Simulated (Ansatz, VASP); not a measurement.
## One calculation of Ni, two programs

```xyz
2
Lattice="2.5146 0.0000 0.0000 -1.2573 2.1777 0.0000 0.0000 0.0000 3.9820" Properties=species:S:1:pos:R:3 pbc="T T T"
Ni    0.0000    1.4518    0.9955
Ni    1.2573    0.7259    2.9865
```

Alike in both runs: task single point; functional r2SCAN; k mesh 11 × 11 × 6; occupations fermi-dirac, width 0.032 eV; collinear spin.

```csv
,VASP,Ansatz
version,VASP 6.6.1,Ansatz 0.2.0
potentials or method,"VASP PAW PBE potentials, release 64 (Ni), cutoff 520 eV",PAW plane waves
valence electrons in the cell,20,36
```

```csv
,VASP,Ansatz,Ansatz less VASP
pressure (GPa),-6.0,-6.7,-0.61
"traceless stress, the component that is largest in VASP (GPa)",9.91,4.83,-5.077
net moment per atom (μB),0.00,0.81,+0.805
size of the moment on the site where the two differ most (μB),0.52,0.87,+0.347
```

The net moments are unlike, so the other rows may belong to different states. VASP's potentials were made for PBE, not for r2SCAN. Site moments also hang on the region over which each program counts them. VASP's potentials hold 20 valence electrons a cell and Ansatz's 36, so a difference there can come from the potentials and not from the codes. Ansatz's warnings: seeded moment not kept, stability check not made, structure snapped to symmetry.
